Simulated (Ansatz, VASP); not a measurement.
# One calculation of BN, two programs

Contents of INCAR:

```
PREC = Accurate
ENCUT = 520
EDIFF = 1E-6
ISMEAR = -1
SIGMA = 0.03
LREAL = F
LASPH = T
NELM = 60
ALGO = Normal
ISIF = 2
LWAVE = F
LCHARG = T
GGA = PE
LELF = T
LVHAR = T
NBANDS = 11
```

File KPOINTS:

```
Automatic mesh
0
Gamma
  16 16 16
```

File POSCAR:

```
BN
1.0
    0.0000000000      1.8362026587      1.8362026587
    1.8362026587      0.0000000000      1.8362026587
    1.8362026587      1.8362026587      0.0000000000
B N
1 1
Direct
    0.0000000000      0.0000000000      0.0000000000
    0.2500000000      0.2500000000      0.2500000000
```

Input for Ansatz:

```yaml
crystal:
  lattice:
    - [0.0, 1.8362026587, 1.8362026587]
    - [1.8362026587, 0.0, 1.8362026587]
    - [1.8362026587, 1.8362026587, 0.0]
  atoms:
    - { symbol: B, position: [0.0, 0.0, 0.0] }
    - { symbol: "N", position: [0.25, 0.25, 0.25] }
kpoints:
  mp_grid: { grid: [16, 16, 16] }
scf:
  occupations: { method: fermi_dirac, width: 0.03 }
hamiltonian:
  xc: pbe
  pseudopotentials: { kind: all_electron, lapw: { basis_error: 0.00025 } }
output:
  forces: true
  stress: true
  eigenvalues: true
```

Change from the starting cell: volume scaled by 1.04.

Alike in both runs: task single point; functional PBE; k mesh 16 × 16 × 16; occupations fermi-dirac, width 0.03 eV; no spin polarisation.

|  | VASP | Ansatz |
| --- | --- | --- |
| version | VASP 6.6.1 | Ansatz 0.2.0 |
| potentials or method | VASP PAW PBE potentials, release 64 (B, N), cutoff 520 eV | all-electron LAPW, scalar-relativistic |

|  | VASP | Ansatz | Ansatz less VASP |
| --- | --- | --- | --- |
| gap on the k mesh at the Fermi level (eV) | 4.41 | 4.41 | +0.007 |
| pressure (GPa) | -13.4 | -13.6 | -0.15 |

Ansatz ran all-electron here, and VASP with PAW potentials.
